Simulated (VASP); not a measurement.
# Re in VASP: a series of runs, part 2 of 2

VASP 6.6.1. Earlier steps stand in the parts before.

### 3 Single point, PBEsol (strained)

INCAR reads:

```
ALGO = Normal ; EDIFF = 1E-6
ENCUT = 600 ; GGA = PS
GGA_COMPAT = F ; ISIF = 2
ISMEAR = 0 ; LASPH = T
LCHARG = T ; LELF = T
LREAL = F ; LVHAR = T
LWAVE = F ; NBANDS = 22
NELM = 120 ; PREC = Accurate
SIGMA = 0.1
```

KPOINTS reads:

```
k-points
0
Gamma
  18 18 6
```

POSCAR reads:

```
Re
1.0
    2.6750689460      0.0000000000      0.0000000000
   -1.3375344730      2.3166776641      0.0000000000
    0.0000000000      0.0000000000      8.5096912039
Re
4
Direct
    0.0000000000      0.0000000000      0.0000000000
    0.3333333300      0.6666666700      0.2500000000
    0.0000000000      0.0000000000      0.5000000000
    0.6666666700      0.3333333300      0.7500000000
```

Potentials or basis: VASP PAW PBE potentials, release 64 (Re).

Run with:

```sh
cat potpaw_PBE.64/Re/POTCAR > POTCAR
mpirun -np 1 vasp_std > vasp.out
```

OUTCAR:

```text
EDIFF = 1E-6
   ENCUT = 600
   GGA = PS
   ISIF = 2
   ISMEAR = 0
   LASPH = T
   LREAL = F
   NELM = 120
   PREC = Accurate

 ion  position               nearest neighbor table
   1  0.000  0.000  0.000-   2 2.63   4 2.63   2 2.63   4 2.63   4 2.63   2 2.63
   2  0.333  0.667  0.250-   1 2.63   3 2.63   1 2.63   3 2.63   1 2.63   3 2.63
   3  0.000  0.000  0.500-   2 2.63   4 2.63   2 2.63   4 2.63   4 2.63   2 2.63
   4  0.667  0.333  0.750-   1 2.63   3 2.63   1 2.63   3 2.63   1 2.63   3 2.63

  LATTYP: Found a hexagonal cell.
 ALAT       =     2.6750689460
 C/A-ratio  =     3.1811109828

  Lattice vectors:

 A1 = (   2.6750689460,   0.0000000000,   0.0000000000)
 A2 = (  -1.3375344730,   2.3166776641,   0.0000000000)
 A3 = (   0.0000000000,   0.0000000000,   8.5096912039)

Analysis of symmetry for initial positions (statically):
=====================================================================
 Subroutine PRICEL returns:
 Original cell was already a primitive cell.

 Routine SETGRP: Setting up the symmetry group for a
 hexagonal supercell.

 Subroutine GETGRP returns: Found 24 space group operations
 (whereof 12 operations were pure point group operations)
 out of a pool of 24 trial point group operations.

The static configuration has the point symmetry D_3d.
 The point group associated with its full space group is D_6h.

Analysis of symmetry for dynamics (positions and initial velocities):
=====================================================================
 Subroutine PRICEL returns:
 Original cell was already a primitive cell.

 Routine SETGRP: Setting up the symmetry group for a
 hexagonal supercell.

[... 122 lines left out ...]
   EMIN   =  10.00;   EMAX   =-10.00  energy-range for DOS
   EFERMI =   0.00;   METHOD = LEGACY
   ISMEAR =     0;   SIGMA  =   0.10  broadening in eV -4-tet -1-fermi 0-gaus
   EFERMI_NEDOS =   21; number of points for ismear=-14 and -15
   IALGO  =     38    algorithm
   IMIX   =      4    mixing-type and parameters
     AMIX     =   0.40;   BMIX     =  1.00
     AMIX_MAG =   1.60;   BMIX_MAG =  1.00
  volume/ion in A,a.u.               =      13.18        88.97
  Fermi-wavevector in a.u.,A,eV,Ry     =   1.325631  2.505080 23.909491  1.757298
  Thomas-Fermi vector in A             =   2.455078
   LORBIT       =      0    0 simple, 1 ext, 2 COOP (PROOUT), +10 PAW based schemes
   GGA     = PS    functional components
   LHFCALC =     F    Hartree Fock is set to
   AEXX    =    0.0000 exact exchange contribution
   IVDW    =     0    specifies the selected vdW correction
   LEPSILON=     F    determine dielectric tensor
   LRPA    =     F    only Hartree local field effects (RPA)
 non-spin polarized calculation
 Gauss-broadening in eV      SIGMA  =   0.10
  energy-cutoff  :      600.00
  volume of cell :       52.74
 maximum number of plane-waves:      1798
 NGX is ok and might be reduce to    24
   NGX = 11   NGY = 11   NGZ = 33

 number of electron      28.0000000 magnetization

 Free energy of the ion-electron system (eV)
  ---------------------------------------------------
  ext. energy  EPLUGINS =         0.00000000
  ---------------------------------------------------
  free energy    TOTEN  =       -52.70562300 eV

  energy without entropy =      -52.69342634  energy(sigma->0) =      -52.69952467

 E-fermi :   9.2619     XC(G=0): -14.4253

 val. band max:        9.2557968914   @ k =   0.3889   0.1667   0.3333
 cond. band min:       9.2830904210   @ k =   0.1111   0.0556   0.1667
 fundamental gap:      0.0272935295
 Fermi energy:         9.2618910145

 k-point     1 :       0.0000    0.0000    0.0000
  band No.  band energies     occupation
      1      -1.5185      2.00000
      2       1.0536      2.00000
      3       1.1267      2.00000
      4       1.6667      2.00000
      5       6.4348      2.00000
      6       6.5561      2.00000
[... 589 lines left out ...]
     21      14.8540      0.00000
     22      15.9766      0.00000

 [... further k-points ...]

------------------------ aborting loop because EDIFF is reached ----------------------------------------

  FORCE on cell =-STRESS in cart. coord.  units (eV):
  Direction    XX          YY          ZZ          XY          YZ          ZX
  --------------------------------------------------------------------------------------
  -------------------------------------------------------------------------------------
  Total       15.2368692     15.2368692     18.3604645     -0.0000000      0.0000000      0.0000000
  in kB      462.9050614    462.9050614    557.8017274     -0.0000000      0.0000000      0.0000000
  external PRESSURE =     494.5372834 kB  Pullay stress =       0.0000000 kB

 VOLUME and BASIS-vectors are now :
 -----------------------------------------------------------------------------
  energy-cutoff  :      600.00
  volume of cell :       52.74
      direct lattice vectors                 reciprocal lattice vectors
     2.675068946  0.000000000  0.000000000     0.373822141  0.215826314  0.000000000
    -1.337534473  2.316677664  0.000000000     0.000000000  0.431652627  0.000000000
     0.000000000  0.000000000  8.509691204     0.000000000  0.000000000  0.117513077

 POSITION                                       TOTAL-FORCE (eV/Angst)
 -----------------------------------------------------------------------------------
      0.00000      0.00000      0.00000        -0.000000      0.000000      0.000000
     -0.00000      1.54445      2.12742         0.000000      0.000000     -0.000000
      0.00000      0.00000      4.25485        -0.000000      0.000000      0.000000
      1.33753      0.77223      6.38227        -0.000000     -0.000000      0.000000
 -----------------------------------------------------------------------------------
    total drift:                               -0.000000      0.000000      0.000000

  FREE ENERGIE OF THE ION-ELECTRON SYSTEM (eV)
  ---------------------------------------------------
  free  energy   TOTEN  =       -52.7056230037 eV

  energy  without entropy=      -52.6934263415  energy(sigma->0) =      -52.69952467
```

OSZICAR:

```text
N       E                     dE             d eps       ncg     rms          rms(c)
DAV:   1     0.239376593470E+03    0.23938E+03   -0.12745E+04 11046   0.175E+03
DAV:   2    -0.208488838156E+02   -0.26023E+03   -0.22444E+03 12004   0.710E+02
DAV:   3    -0.527655077092E+02   -0.31917E+02   -0.27190E+02 12510   0.431E+02
DAV:   4    -0.551100962076E+02   -0.23446E+01   -0.21081E+01 10760   0.901E+01
DAV:   5    -0.553326341332E+02   -0.22254E+00   -0.20554E+00 11370   0.163E+01    0.771E+01
DAV:   6    -0.534792662749E+02    0.18534E+01   -0.15083E+00 10640   0.255E+01    0.365E+01
DAV:   7    -0.527211589105E+02    0.75811E+00   -0.14602E+00 11248   0.239E+01    0.107E+00
DAV:   8    -0.527125004331E+02    0.86585E-02   -0.57963E-02 12276   0.366E+00    0.470E-01
DAV:   9    -0.527062732746E+02    0.62272E-02   -0.98648E-03 12608   0.217E+00    0.333E-01
DAV:  10    -0.527056114164E+02    0.66186E-03   -0.15796E-03 11984   0.671E-01    0.468E-02
DAV:  11    -0.527056226093E+02   -0.11193E-04   -0.16854E-04 12684   0.240E-01    0.506E-02
DAV:  12    -0.527056236948E+02   -0.10855E-05   -0.21508E-05 10432   0.128E-01    0.224E-02
DAV:  13    -0.527056230037E+02    0.69113E-06   -0.54141E-07  5932   0.195E-02
   1 F= -.52705623E+02 E0= -.52699525E+02  d E =-.121967E-01
```

stdout:

```text
POSCAR found type information on POSCAR Re
 POSCAR found :  1 types and       4 ions
 scaLAPACK will be used
 -----------------------------------------------------------------------------
|                                                                             |
|                                                                             |
|     You enforced a specific xc type in the INCAR file but a different       |
|     I HOPE YOU KNOW WHAT YOU ARE DOING!                                     |
|                                                                             |
 -----------------------------------------------------------------------------

 LDA part: xc-table for (Slater+PW92), standard interpolation
 POSCAR, INCAR and KPOINTS ok, starting setup
 FFT: planning ... GRIDC
 FFT: planning ... GRID_SOFT
 FFT: planning ... GRID
 WAVECAR not read
 entering main loop
```

It took 3.3 min on 1 thread of Intel Xeon Platinum 8488C (Sapphire Rapids), shared host; peak memory 0.3 GiB.

What came out:

* Free energy: -52.7056 eV
* Pressure: 49.5 GPa
* Band gap on the k mesh: zero (bands 14 and 15 overlap by 3.10 eV)

Caveat: the cell differs from its parent crystal (strained); the stress differs along the axes, from 46 to 56 GPa; the PAW data sets were made with another functional, which shifts forces and pressure a little; spin-orbit coupling is left out, which moves the levels of the heavy elements.

The gap in the log of VASP goes by the Fermi energy; the results here count the filled bands.